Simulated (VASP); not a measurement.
# BP (F-43m) in VASP: a series of runs

BP is run at these levels: r2SCAN; tasks: single point.

Everything below comes from runs of VASP 6.6.1. Logs are shortened: lines on timing, memory, paths and dates and some standing lists are left out, and cuts for length are marked.

## (1) The cell of the first run

The structure is cubic, space group F-43m (No. 216). Conventional cell: a = 4.582 Å, b = 4.582 Å, c = 4.582 Å, α = 90.00°, β = 90.00°, γ = 90.00°. Within 2.6 Å of B (site symmetry -43m) lie 4 P at 1.98 Å. P (site symmetry -43m) has 4 B at 1.98 Å within 2.6 Å.

## (2) Single point, r2SCAN (volume changed by +3%)

File POSCAR:

```
BP
1.0
    0.0000000000      2.2907755878      2.2907755878
    2.2907755878      0.0000000000      2.2907755878
    2.2907755878      2.2907755878      0.0000000000
B P
1 1
Direct
    0.0000000000      0.0000000000      0.0000000000
    0.2500000000      0.2500000000      0.2500000000
```

File INCAR.step1:

```
PREC     = Accurate       # precision mode
ENCUT    = 520            # plane-wave cutoff, eV
ISMEAR   = 0              # smearing method
SIGMA    = 0.01           # smearing width, eV
LREAL    = False          # projectors in reciprocal space
LASPH    = True           # aspherical terms in the spheres
NELM     = 100            # most SCF steps
NBANDS   = 11             # bands
GGA      = PE             # functional
ALGO     = Normal         # electronic algorithm
EDIFF    = 1E-4           # SCF threshold, eV
LWAVE    = True           # write WAVECAR
LCHARG   = False          # write CHGCAR
```

File INCAR.step2:

```
PREC     = Accurate       # precision mode
ENCUT    = 520            # plane-wave cutoff, eV
EDIFF    = 1E-7           # SCF threshold, eV
ISMEAR   = 0              # smearing method
SIGMA    = 0.01           # smearing width, eV
LREAL    = False          # projectors in reciprocal space
LASPH    = True           # aspherical terms in the spheres
NELM     = 100            # most SCF steps
ALGO     = Normal         # electronic algorithm
ISIF     = 2              # what is computed and relaxed
LWAVE    = False          # write WAVECAR
LCHARG   = False          # write CHGCAR
METAGGA  = R2SCAN         # meta-GGA
LMIXTAU  = True         
NBANDS   = 11             # bands
ISTART   = 1
```

File KPOINTS:

```
regular mesh
0
Gamma
  8 8 8
```

Potentials or basis: VASP PAW PBE potentials, release 64 (B, P).

Run with:

```bash
> cat potpaw_PBE.64/B/POTCAR potpaw_PBE.64/P/POTCAR > POTCAR
> cp INCAR.step1 INCAR
> mpirun -np 1 vasp_std > vasp.out
> cp INCAR.step2 INCAR
> mpirun -np 1 vasp_std > vasp.out
```

OUTCAR:

```text
PREC = Accurate
   ENCUT = 520
   EDIFF = 1E-7
   ISMEAR = 0
   LREAL = False
   LASPH = True
   NELM = 100
   ISIF = 2
   METAGGA = R2SCAN
   ISTART = 1

 ion  position               nearest neighbor table
   1  0.000  0.000  0.000-   2 1.98   2 1.98   2 1.98   2 1.98
   2  0.250  0.250  0.250-   1 1.98   1 1.98   1 1.98   1 1.98

  LATTYP: Found a face centered cubic cell.
 ALAT       =     4.5815511756

  Lattice vectors:

 A1 = (   0.0000000000,   2.2907755878,   2.2907755878)
 A2 = (   2.2907755878,   0.0000000000,   2.2907755878)
 A3 = (   2.2907755878,   2.2907755878,   0.0000000000)

Analysis of symmetry for initial positions (statically):
=====================================================================
 Subroutine PRICEL returns:
 Original cell was already a primitive cell.

 Routine SETGRP: Setting up the symmetry group for a
 face centered cubic supercell.

 Subroutine GETGRP returns: Found 24 space group operations
 (whereof 24 operations were pure point group operations)
 out of a pool of 48 trial point group operations.

The static configuration has the point symmetry T_d .

Analysis of symmetry for dynamics (positions and initial velocities):
=====================================================================
 Subroutine PRICEL returns:
 Original cell was already a primitive cell.

 Routine SETGRP: Setting up the symmetry group for a
 face centered cubic supercell.

 Subroutine GETGRP returns: Found 24 space group operations
 (whereof 24 operations were pure point group operations)
 out of a pool of 48 trial point group operations.

The dynamic configuration has the point symmetry T_d .

 Subroutine INISYM returns: Found 24 space group operations
 (whereof 24 operations are pure point group operations),
 and found     1 'primitive' translations

----------------------------------------------------------------------------------------

                                     Primitive cell

  volume of cell :      24.0424

  direct lattice vectors                    reciprocal lattice vectors
     0.000000000  2.290775588  2.290775588    -0.218266688  0.218266688  0.218266688
     2.290775588  0.000000000  2.290775588     0.218266688 -0.218266688  0.218266688
     2.290775588  2.290775588  0.000000000     0.218266688  0.218266688 -0.218266688

  length of vectors
     3.239645905  3.239645905  3.239645905     0.378048993  0.378048993  0.378048993

  position of ions in fractional coordinates (direct lattice)
     0.000000000  0.000000000  0.000000000
     0.250000000  0.250000000  0.250000000

  ion indices of the primitive-cell ions
   primitive index   ion index
                 1           1
                 2           2

----------------------------------------------------------------------------------------

 KPOINTS: regular mesh

Automatic generation of k-mesh.
 Grid dimensions read from file:
 generate k-points for:    8    8    8

 Generating k-lattice:

  Cartesian coordinates                     Fractional coordinates (reciprocal lattice)
    -0.027283336  0.027283336  0.027283336     0.125000000  0.000000000  0.000000000
     0.027283336 -0.027283336  0.027283336     0.000000000  0.125000000  0.000000000
     0.027283336  0.027283336 -0.027283336     0.000000000  0.000000000  0.125000000

  Length of vectors
     0.047256124  0.047256124  0.047256124

  Shift w.r.t. Gamma in fractional coordinates (k-lattice)
     0.000000000  0.000000000  0.000000000

 Subroutine IBZKPT returns following result:
 ===========================================

 Found     29 irreducible k-points:

 Following reciprocal coordinates:
            Coordinates               Weight
  0.000000  0.000000  0.000000      1.000000
  0.125000  0.000000  0.000000      8.000000
  0.250000  0.000000  0.000000      8.000000
  0.375000  0.000000  0.000000      8.000000
  0.500000  0.000000  0.000000      4.000000
  0.125000  0.125000  0.000000      6.000000
[... 16 lines left out ...]
  0.500000  0.250000  0.125000     48.000000
 -0.375000  0.250000  0.125000     24.000000
 [... further k-points ...]
   k-points           NKPTS =     29   k-points in BZ     NKDIM =     29   number of bands    NBANDS=     11
   number of dos      NEDOS =    301   number of ions     NIONS =      2
   total plane-waves  NPLWV =  13824
   dimension x,y,z NGX =    24 NGY =   24 NGZ =   24
   dimension x,y,z NGXF=    48 NGYF=   48 NGZF=   48
   ions per type =               1   1
   NGX,Y,Z   is equivalent  to a cutoff of  12.32, 12.32, 12.32 a.u.
   NGXF,Y,Z  is equivalent  to a cutoff of  24.63, 24.63, 24.63 a.u.
 SYSTEM =  unknown system
   PREC   = accura    normal or accurate (medium, high low for compatibility)
   ISTART =      1    job   : 0-new  1-cont  2-samecut
   ICHARG =      0    charge: 1-file 2-atom 10-const
   ISPIN  =      1    spin polarized calculation?
   LNONCOLLINEAR =      F non collinear calculations
   LSORBIT =      F    spin-orbit coupling
   LASPH  =      T    aspherical Exc in radial PAW
   ENCUT  =  520.0 eV  38.22 Ry    6.18 a.u.   6.02  6.02  6.02*2*pi/ulx,y,z
   NELM   =    100;   NELMIN=  2; NELMDL=  0     # of ELM steps
   EDIFF  = 0.1E-06   stopping-criterion for ELM
   LREAL  =      F    real-space projection
   EDIFFG = 0.1E-05   stopping-criterion for IOM
   NSW    =      0    number of steps for IOM
   IBRION =     -1    ionic relax: 0-MD 1-quasi-New 2-CG
   NFREE  =      0    steps in history (QN), initial steepest desc. (CG)
   ISIF   =      2    stress and relaxation
   ISYM   =      2    0-nonsym 1-usesym 2-fastsym
   POTIM  = 0.5000    time-step for ionic-motion
   TEBEG  =    0.0;   TEEND  =   0.0 temperature during run
   PSTRESS=    0.0 pullay stress
   NELECT =       8.0000    total number of electrons
   NUPDOWN=      -1.0000    fix difference up-down
   EMIN   =  10.00;   EMAX   =-10.00  energy-range for DOS
   EFERMI =   0.00;   METHOD = LEGACY
   ISMEAR =     0;   SIGMA  =   0.01  broadening in eV -4-tet -1-fermi 0-gaus
   EFERMI_NEDOS =   21; number of points for ismear=-14 and -15
   IALGO  =     38    algorithm
   IMIX   =      4    mixing-type and parameters
     AMIX     =   0.40;   BMIX     =  1.00
     AMIX_MAG =   1.60;   BMIX_MAG =  1.00
  volume/ion in A,a.u.               =      12.02        81.12
  Fermi-wavevector in a.u.,A,eV,Ry     =   1.134433  2.143768 17.509865  1.286939
  Thomas-Fermi vector in A             =   2.271137
   LORBIT       =      0    0 simple, 1 ext, 2 COOP (PROOUT), +10 PAW based schemes
   METAGGA = R2SCAN    functional components
   LHFCALC =     F    Hartree Fock is set to
   AEXX    =    0.0000 exact exchange contribution
   IVDW    =     0    specifies the selected vdW correction
   LEPSILON=     F    determine dielectric tensor
   LRPA    =     F    only Hartree local field effects (RPA)
 non-spin polarized calculation
 Gauss-broadening in eV      SIGMA  =   0.01
  energy-cutoff  :      520.00
  volume of cell :       24.04
 maximum number of plane-waves:       660
   NGX = 13   NGY = 13   NGZ = 13

 number of electron       7.9999999 magnetization

 Free energy of the ion-electron system (eV)
  ---------------------------------------------------
  ext. energy  EPLUGINS =         0.00000000
  ---------------------------------------------------
  free energy    TOTEN  =       -17.29728554 eV

  energy without entropy =      -17.29728554  energy(sigma->0) =      -17.29728554

 E-fermi :   7.1485     XC(G=0): -11.3712

 val. band max:        7.0512674669   @ k =   0.0000   0.0000   0.0000
 cond. band min:       8.5619371948   @ k =   0.3750   0.3750   0.0000
 fundamental gap:      1.5106697279
 Fermi energy:         7.1485313748

 k-point     1 :       0.0000    0.0000    0.0000
  band No.  band energies     occupation
      1      -8.9454      2.00000
      2       7.0513      2.00000
      3       7.0513      2.00000
      4       7.0513      2.00000
      5      10.6501      0.00000
      6      10.6501      0.00000
      7      10.6501      0.00000
      8      14.6057      0.00000
      9      19.2415      0.00000
     10      19.6191      0.00000
     11      19.6191      0.00000

 k-point     2 :       0.1250    0.0000    0.0000
  band No.  band energies     occupation
      1      -8.6569      2.00000
      2       5.1300      2.00000
      3       6.6096      2.00000
      4       6.6096      2.00000
      5      11.2100      0.00000
      6      11.2647      0.00000
      7      11.2647      0.00000
      8      15.4740      0.00000
      9      18.7430      0.00000
     10      18.7430      0.00000
     11      20.0867      0.00000

 k-point     3 :       0.2500    0.0000    0.0000
  band No.  band energies     occupation
      1      -7.8118      2.00000
      2       2.0422      2.00000
      3       5.8936      2.00000
      4       5.8936      2.00000
      5      11.2612      0.00000
      6      12.0807      0.00000
      7      12.0807      0.00000
      8      17.1503      0.00000
      9      18.5032      0.00000
     10      18.5032      0.00000
     11      20.7369      0.00000

 k-point     4 :       0.3750    0.0000    0.0000
  band No.  band energies     occupation
      1      -6.5250      2.00000
      2      -0.7568      2.00000
      3       5.3949      2.00000
      4       5.3949      2.00000
      5      11.0874      0.00000
      6      12.1645      0.00000
      7      12.1645      0.00000
      8      17.8773      0.00000
      9      20.2293      0.00000
     10      20.2293      0.00000
     11      21.4963      0.00000
[... 239 lines left out ...]
 k-point    22 :       0.3750    0.2500    0.1250
  band No.  band energies     occupation
      1      -7.0693      2.00000
      2       1.8969      2.00000
      3       3.1725      2.00000
      4       5.0069      2.00000
      5      10.7843      0.00000
      6      13.3730      0.00000
      7      13.6285      0.00000
      8      14.9453      0.00000
      9      19.1511      0.00000
     10      21.6030      0.00000
     11      23.3194      0.00000

 k-point    23 :       0.5000    0.2500    0.1250
  band No.  band energies     occupation
      1      -5.8127      2.00000
      2      -0.3115      2.00000
      3       2.4775      2.00000
      4       4.2297      2.00000
      5      11.4886      0.00000
      6      12.8139      0.00000
      7      14.7657      0.00000
      8      15.8007      0.00000
      9      20.1157      0.00000
     10      21.0391      0.00000
     11      24.8515      0.00000

 k-point    24 :      -0.3750    0.2500    0.1250
  band No.  band energies     occupation
      1      -4.8819      2.00000
      2      -1.6755      2.00000
      3       2.3829      2.00000
      4       3.8588      2.00000
      5      11.6059      0.00000
      6      12.5064      0.00000
      7      15.7590      0.00000
      8      17.3746      0.00000
      9      18.0027      0.00000
     10      22.1550      0.00000
     11      24.6118      0.00000

 [... further k-points ...]
[... 5 lines left out ...]
  --------------------------------------------------------------------------------------
  -------------------------------------------------------------------------------------
  Total       -0.7817408     -0.7817408     -0.7817408      0.0000000     -0.0000000     -0.0000000
  in kB      -52.0949650    -52.0949650    -52.0949650      0.0000000     -0.0000000     -0.0000000
  external PRESSURE =     -52.0949650 kB  Pullay stress =       0.0000000 kB

 VOLUME and BASIS-vectors are now :
 -----------------------------------------------------------------------------
  energy-cutoff  :      520.00
  volume of cell :       24.04
      direct lattice vectors                 reciprocal lattice vectors
     0.000000000  2.290775588  2.290775588    -0.218266688  0.218266688  0.218266688
     2.290775588  0.000000000  2.290775588     0.218266688 -0.218266688  0.218266688
     2.290775588  2.290775588  0.000000000     0.218266688  0.218266688 -0.218266688

 POSITION                                       TOTAL-FORCE (eV/Angst)
 -----------------------------------------------------------------------------------
      0.00000      0.00000      0.00000         0.000000      0.000000     -0.000000
      1.14539      1.14539      1.14539        -0.000000     -0.000000      0.000000
 -----------------------------------------------------------------------------------
    total drift:                                0.000000      0.000000      0.000000

  FREE ENERGIE OF THE ION-ELECTRON SYSTEM (eV)
  ---------------------------------------------------
  free  energy   TOTEN  =       -17.2972855359 eV

  energy  without entropy=      -17.2972855359  energy(sigma->0) =      -17.29728554
```

Run time: 82 s. Hardware: 1 thread of Intel Xeon 6975P-C, shared host; peak memory 0.11 GiB.

What came out:

- Free energy: -17.2973 eV
- Pressure: -5.2 GPa
- Band gap on the k mesh: 1.51 eV, indirect (least direct gap 3.60 eV)

Levels at points of the mesh, in eV from the valence-band top:
```tsv
k point	band 2	band 3	band 4	band 5	band 6	band 7
(0.00, 0.00, 0.00)	0.00	0.00	0.00	3.60	3.60	3.60
(0.50, 0.00, 0.00)	-9.29	-1.83	-1.83	3.96	5.01	5.01
(0.50, 0.50, 0.00)	-8.97	-4.24	-4.24	1.59	1.93	12.78
```

Caveat: the PAW data sets were made with another functional, which shifts forces and pressure a little. A k mesh can miss the band edges.

(Continued in part 2 of 2.)
